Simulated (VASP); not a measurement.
# LiNb16 (a cell with a defect) in VASP: single point with PBEsol

Aim: the single point of LiNb16 (a cell with a defect) with PBEsol.

All numbers are computed with VASP 6.6.1; they aren't measurements. Logs are shortened: lines on timing, memory, paths and dates and some standing lists are left out, and cuts for length are marked.

## Step 1: The cell of the first run

The cell holds a defect, 17 atoms: a = 6.600 Å, b = 6.600 Å, c = 6.600 Å, α = 90.00°, β = 90.00°, γ = 90.00°.

## Step 2: Single point, PBEsol

File INCAR:

```
SYSTEM = LiNb16
ALGO = Normal ; EDIFF = 1E-7
ENCUT = 520 ; GGA = PS
ISIF = 2 ; ISMEAR = -1
LASPH = .True. ; LCHARG = .True.
LELF = .True. ; LREAL = Auto
LVHAR = .True. ; LWAVE = .False.
NBANDS = 120 ; NELM = 60
PREC = Accurate ; SIGMA = 0.05
```

File KPOINTS:

```
k-points
0
Gamma
  3 3 3
  0 0 0
```

File POSCAR:

```
LiNb16
1.0
    6.6000000000      0.0000000000      0.0000000000
    0.0000000000      6.6000000000      0.0000000000
    0.0000000000      0.0000000000      6.6000000000
Nb Li
16 1
Direct
   -0.0095049445     -0.0035668111     -0.0002672614
    0.4717012971      0.0383271741     -0.0003112081
   -0.0096610873      0.5050070005     -0.0002580092
    0.0123976083      0.0045426779      0.4997386967
    0.2372836377      0.2506506362      0.2536576660
    0.4719661414      0.4631557144     -0.0002524187
    0.5061124815      0.0029592733      0.4997267823
    0.7435368210      0.2506654426      0.2520783619
    0.0124469999      0.4966696197      0.4997440400
    0.2592964957      0.7506412721      0.2454580757
    0.2372795110      0.2506535992      0.7457946788
    0.5061596117      0.4982778854      0.4997241760
    0.7778702598      0.7505446024      0.2873484742
    0.7435359705      0.2506601513      0.7473789584
    0.2592752231      0.7506491193      0.7539962166
    0.7778298818      0.7505994965      0.7121524785
    0.6248819912      0.7509683459     -0.0002213074
```

Potentials or basis: VASP PAW PBE potentials, release 64 (Nb_sv, Li_sv).

Run with:

```
$ cat potpaw_PBE.64/Nb_sv/POTCAR potpaw_PBE.64/Li_sv/POTCAR > POTCAR
$ mpirun -np 1 vasp_std > vasp.out
```

OUTCAR:

```text
SYSTEM = LiNb16
   EDIFF = 1E-7
   ENCUT = 520
   GGA = PS
   ISIF = 2
   ISMEAR = -1
   LASPH = .True.
   LREAL = Auto
   NELM = 60
   PREC = Accurate

 ion  position               nearest neighbor table
   1  0.990  0.996  1.000-  16 2.86  13 2.86   8 2.87  14 2.87   5 2.88  11 2.88  15 2.90  10 2.90

   2  0.472  0.038  1.000-  17 2.15  11 2.68   5 2.68   6 2.80  14 2.82   8 2.82  15 2.86  10 2.86

   3  0.990  0.505  1.000-  13 2.86  16 2.86   8 2.87  14 2.87   5 2.88  11 2.88  10 2.90  15 2.90

   4  0.012  0.005  0.500-  13 2.68  16 2.68  11 2.73   5 2.73  15 2.88  10 2.88  14 2.91   8 2.91

   5  0.237  0.251  0.254-   2 2.68   6 2.68   9 2.73   4 2.73   1 2.88   3 2.88  12 2.91   7 2.91

   6  0.472  0.463  1.000-  17 2.15   5 2.68  11 2.68   2 2.80   8 2.82  14 2.82  10 2.86  15 2.86

   7  0.506  0.003  0.500-  14 2.79   8 2.79  16 2.82  13 2.82  10 2.87  15 2.87   5 2.91  11 2.91

   8  0.744  0.251  0.252-  12 2.79   7 2.79   6 2.82   2 2.82   3 2.87   1 2.87   9 2.91   4 2.91

   9  0.012  0.497  0.500-  13 2.68  16 2.68  11 2.73   5 2.73  15 2.88  10 2.88  14 2.91   8 2.91

  10  0.259  0.751  0.245-   6 2.86   2 2.86   7 2.87  12 2.87   4 2.88   9 2.88   1 2.90   3 2.90

  11  0.237  0.251  0.746-   2 2.68   6 2.68   9 2.73   4 2.73   1 2.88   3 2.88  12 2.91   7 2.91

  12  0.506  0.498  0.500-   8 2.79  14 2.79  13 2.82  16 2.82  10 2.87  15 2.87   5 2.91  11 2.91

  13  0.778  0.751  0.287-  17 2.15   9 2.68   4 2.68  16 2.80  12 2.82   7 2.82   3 2.86   1 2.86

  14  0.744  0.251  0.747-  12 2.79   7 2.79   6 2.82   2 2.82   3 2.87   1 2.87   9 2.91   4 2.91

  15  0.259  0.751  0.754-   2 2.86   6 2.86   7 2.87  12 2.87   4 2.88   9 2.88   1 2.90   3 2.90

  16  0.778  0.751  0.712-  17 2.15   4 2.68   9 2.68  13 2.80  12 2.82   7 2.82   3 2.86   1 2.86

  17  0.625  0.751  1.000-   2 2.15  13 2.15  16 2.15   6 2.15

  LATTYP: Found a simple cubic cell.
 ALAT       =     6.6000000000

  Lattice vectors:

 A1 = (   6.6000000000,   0.0000000000,   0.0000000000)
 A2 = (   0.0000000000,   6.6000000000,   0.0000000000)
 A3 = (   0.0000000000,   0.0000000000,   6.6000000000)

Analysis of symmetry for initial positions (statically):
=====================================================================
 Subroutine PRICEL returns:
 Original cell was already a primitive cell.

 Routine SETGRP: Setting up the symmetry group for a
 simple cubic supercell.

 Subroutine GETGRP returns: Found  1 space group operations
 (whereof  1 operations were pure point group operations)
 out of a pool of 48 trial point group operations.

The static configuration has the point symmetry C_1 .

Analysis of symmetry for dynamics (positions and initial velocities):
=====================================================================
 Subroutine PRICEL returns:
 Original cell was already a primitive cell.

 Routine SETGRP: Setting up the symmetry group for a
 simple cubic supercell.

 Subroutine GETGRP returns: Found  1 space group operations
 (whereof  1 operations were pure point group operations)
 out of a pool of 48 trial point group operations.

The dynamic configuration has the point symmetry C_1 .

 Subroutine INISYM returns: Found  1 space group operations
 (whereof  1 operations are pure point group operations),
 and found     1 'primitive' translations

----------------------------------------------------------------------------------------

                                     Primitive cell

  volume of cell :     287.4960

  direct lattice vectors                    reciprocal lattice vectors
     6.600000000  0.000000000  0.000000000     0.151515152  0.000000000  0.000000000
     0.000000000  6.600000000  0.000000000     0.000000000  0.151515152  0.000000000
     0.000000000  0.000000000  6.600000000     0.000000000  0.000000000  0.151515152

  length of vectors
     6.600000000  6.600000000  6.600000000     0.151515152  0.151515152  0.151515152

  position of ions in fractional coordinates (direct lattice)
     0.990495055  0.996433189  0.999732739
     0.471701297  0.038327174  0.999688792
     0.990338913  0.505007001  0.999741991
     0.012397608  0.004542678  0.499738697
     0.237283638  0.250650636  0.253657666
     0.471966141  0.463155714  0.999747581
[... 9 lines left out ...]
     0.777829882  0.750599497  0.712152479
     0.624881991  0.750968346  0.999778693

  ion indices of the primitive-cell ions
   primitive index   ion index
                 1           1
                 2           2
                 3           3
                 4           4
                 5           5
                 6           6
[... 9 lines left out ...]
                16          16
                17          17

----------------------------------------------------------------------------------------

 KPOINTS: k-points

Automatic generation of k-mesh.
 Grid dimensions read from file:
 generate k-points for:    3    3    3

 Generating k-lattice:

  Cartesian coordinates                     Fractional coordinates (reciprocal lattice)
     0.050505051  0.000000000  0.000000000     0.333333333  0.000000000  0.000000000
     0.000000000  0.050505051  0.000000000     0.000000000  0.333333333  0.000000000
     0.000000000  0.000000000  0.050505051     0.000000000  0.000000000  0.333333333

  Length of vectors
     0.050505051  0.050505051  0.050505051

  Shift w.r.t. Gamma in fractional coordinates (k-lattice)
     0.000000000  0.000000000  0.000000000

 Subroutine IBZKPT returns following result:
 ===========================================

 Found     14 irreducible k-points:

 Following reciprocal coordinates:
            Coordinates               Weight
  0.000000  0.000000  0.000000      1.000000
  0.333333  0.000000  0.000000      2.000000
  0.000000  0.333333  0.000000      2.000000
  0.000000  0.000000  0.333333      2.000000
  0.333333  0.333333  0.000000      2.000000
  0.000000  0.333333  0.333333      2.000000
  0.333333  0.000000  0.333333      2.000000
 -0.333333  0.333333  0.000000      2.000000
 -0.333333  0.000000  0.333333      2.000000
  0.000000 -0.333333  0.333333      2.000000
  0.333333  0.333333  0.333333      2.000000
 -0.333333  0.333333  0.333333      2.000000
 -0.333333 -0.333333  0.333333      2.000000
  0.333333 -0.333333  0.333333      2.000000
   k-points           NKPTS =     14   k-points in BZ     NKDIM =     14   number of bands    NBANDS=    120
   number of dos      NEDOS =    301   number of ions     NIONS =     17
   total plane-waves  NPLWV = 125000
   dimension x,y,z NGX =    50 NGY =   50 NGZ =   50
   dimension x,y,z NGXF=   100 NGYF=  100 NGZF=  100
   ions per type =              16   1
   NGX,Y,Z   is equivalent  to a cutoff of  12.59, 12.59, 12.59 a.u.
   NGXF,Y,Z  is equivalent  to a cutoff of  25.19, 25.19, 25.19 a.u.
 SYSTEM =  LiNb16
   PREC   = accura    normal or accurate (medium, high low for compatibility)
   ISTART =      0    job   : 0-new  1-cont  2-samecut
   ICHARG =      2    charge: 1-file 2-atom 10-const
   ISPIN  =      1    spin polarized calculation?
   LNONCOLLINEAR =      F non collinear calculations
   LSORBIT =      F    spin-orbit coupling
   LASPH  =      T    aspherical Exc in radial PAW
   ENCUT  =  520.0 eV  38.22 Ry    6.18 a.u.  12.27 12.27 12.27*2*pi/ulx,y,z
   NELM   =     60;   NELMIN=  2; NELMDL= -5     # of ELM steps
   EDIFF  = 0.1E-06   stopping-criterion for ELM
   LREAL  =      T    real-space projection
   EDIFFG = 0.1E-05   stopping-criterion for IOM
   NSW    =      0    number of steps for IOM
   IBRION =     -1    ionic relax: 0-MD 1-quasi-New 2-CG
   NFREE  =      0    steps in history (QN), initial steepest desc. (CG)
   ISIF   =      2    stress and relaxation
   ISYM   =      2    0-nonsym 1-usesym 2-fastsym
   POTIM  = 0.5000    time-step for ionic-motion
   TEBEG  =    0.0;   TEEND  =   0.0 temperature during run
   PSTRESS=    0.0 pullay stress
   NELECT =     211.0000    total number of electrons
   NUPDOWN=      -1.0000    fix difference up-down
   EMIN   =  10.00;   EMAX   =-10.00  energy-range for DOS
   EFERMI =   0.00;   METHOD = LEGACY
   ISMEAR =    -1;   SIGMA  =   0.05  broadening in eV -4-tet -1-fermi 0-gaus
   EFERMI_NEDOS =   21; number of points for ismear=-14 and -15
   IALGO  =     38    algorithm
   IMIX   =      4    mixing-type and parameters
     AMIX     =   0.40;   BMIX     =  1.00
     AMIX_MAG =   1.60;   BMIX_MAG =  1.00
  volume/ion in A,a.u.               =      16.91       114.12
  Fermi-wavevector in a.u.,A,eV,Ry     =   1.476698  2.790555 29.669371  2.180637
  Thomas-Fermi vector in A             =   2.591193
   LORBIT       =      0    0 simple, 1 ext, 2 COOP (PROOUT), +10 PAW based schemes
   GGA     = PS    functional components
   LHFCALC =     F    Hartree Fock is set to
   AEXX    =    0.0000 exact exchange contribution
   IVDW    =     0    specifies the selected vdW correction
   LEPSILON=     F    determine dielectric tensor
   LRPA    =     F    only Hartree local field effects (RPA)
 non-spin polarized calculation
  energy-cutoff  :      520.00
  volume of cell :      287.50
 maximum number of plane-waves:      7809
 NGX is ok and might be reduce to    50
   NGX = 25   NGY = 25   NGZ = 25

 number of electron     211.0000005 magnetization

 Free energy of the ion-electron system (eV)
  ---------------------------------------------------
  ext. energy  EPLUGINS =         0.00000000
  ---------------------------------------------------
  free energy    TOTEN  =      -173.22328653 eV

  energy without entropy =     -173.09146973  energy(sigma->0) =     -173.15737813

 E-fermi :  11.3674     XC(G=0): -12.6974

 val. band max:       11.3572202379   @ k =   0.3333   0.3333   0.0000
 cond. band min:      11.3764907792   @ k =   0.0000  -0.3333   0.3333
 fundamental gap:      0.0192705413
 Fermi energy:        11.3674294269

 k-point     1 :       0.0000    0.0000    0.0000
  band No.  band energies     occupation
      1     -43.0055      2.00000
      2     -42.8480      2.00000
      3     -42.7912      2.00000
      4     -42.7891      2.00000
      5     -42.7891      2.00000
      6     -42.7863      2.00000
[... 109 lines left out ...]
    116      13.1913      0.00000
    117      13.3208      0.00000
[... 1558 lines left out ...]
    116      13.2508      0.00000
    117      13.6766      0.00000
 [bands above 117 left out]

------------------------ aborting loop because EDIFF is reached ----------------------------------------

  FORCE on cell =-STRESS in cart. coord.  units (eV):
  Direction    XX          YY          ZZ          XY          YZ          ZX
  --------------------------------------------------------------------------------------
  -------------------------------------------------------------------------------------
  Total        3.5235466      7.0535994      7.0495865     -0.0044195      0.0013627      0.0003161
  in kB       19.6362609     39.3087801     39.2864169     -0.0246292      0.0075939      0.0017615
  external PRESSURE =      32.7438193 kB  Pullay stress =       0.0000000 kB

 VOLUME and BASIS-vectors are now :
 -----------------------------------------------------------------------------
  energy-cutoff  :      520.00
  volume of cell :      287.50
      direct lattice vectors                 reciprocal lattice vectors
     6.600000000  0.000000000  0.000000000     0.151515152  0.000000000  0.000000000
     0.000000000  6.600000000  0.000000000     0.000000000  0.151515152  0.000000000
     0.000000000  0.000000000  6.600000000     0.000000000  0.000000000  0.151515152

 POSITION                                       TOTAL-FORCE (eV/Angst)
 -----------------------------------------------------------------------------------
      6.53727      6.57646      6.59824         0.001420     -0.023721      0.000507
      3.11323      0.25296      6.59795         0.008768      0.007600      0.000230
      6.53624      3.33305      6.59830         0.011472      0.017545     -0.000373
      0.08182      0.02998      3.29828         0.023577      0.007804     -0.000477
      1.56607      1.65429      1.67414        -0.023362      0.000637      0.006691
      3.11498      3.05683      6.59833         0.008345     -0.006227     -0.000865
[... 9 lines left out ...]
      5.13368      4.95396      4.70021        -0.007106     -0.000399     -0.009165
      4.12422      4.95639      6.59854        -0.005025      0.002022     -0.000299
 -----------------------------------------------------------------------------------
    total drift:                               -0.002612     -0.000123     -0.000923

  FREE ENERGIE OF THE ION-ELECTRON SYSTEM (eV)
  ---------------------------------------------------
  free  energy   TOTEN  =      -173.2232865292 eV

  energy  without entropy=     -173.0914697274  energy(sigma->0) =     -173.15737813
```

Run time: 36 min. Hardware: 1 thread of Intel Xeon 8259CL, shared host; peak memory 0.52 GiB.

Results:

| Property | Result |
| --- | --- |
| Free energy | -173.2233 eV |
| Largest force | 0.025 eV/Å |
| Band gap on the k mesh | zero (an odd number of electrons rules out a gap without spin polarisation) |

Forces on the atoms (eV/Å):
```
Nb   0.001 -0.024  0.001
Nb   0.009  0.008  0.000
Nb   0.011  0.018  0.000
Nb   0.024  0.008  0.000
Nb  -0.023  0.001  0.007
Nb   0.008 -0.006 -0.001
Nb   0.003 -0.022  0.000
Nb   0.002 -0.001 -0.024
Nb   0.022 -0.006  0.000
Nb  -0.008  0.000 -0.022
Nb  -0.024  0.002 -0.006
Nb  -0.001  0.022  0.001
Nb  -0.008  0.001  0.008
Nb   0.002 -0.001  0.024
Nb  -0.006  0.001  0.023
Nb  -0.007  0.000 -0.009
Li  -0.005  0.002  0.000
```

Levels at points of the mesh, in eV from the Fermi level:
```tsv
k point	band 101	band 102	band 103	band 104	band 105	band 106	band 107	band 108	band 109	band 110
(0.00, 0.00, 0.00)	0.22	0.31	0.31	0.44	0.45	0.45	0.71	0.85	0.85	0.97
```

Caveat: the cutoff is under 1.25 times the usual one of these potentials, so pressure, stress and relaxed cells hold a basis-set (Pulay) error; the PAW data sets were made with another functional, which shifts forces and pressure a little.
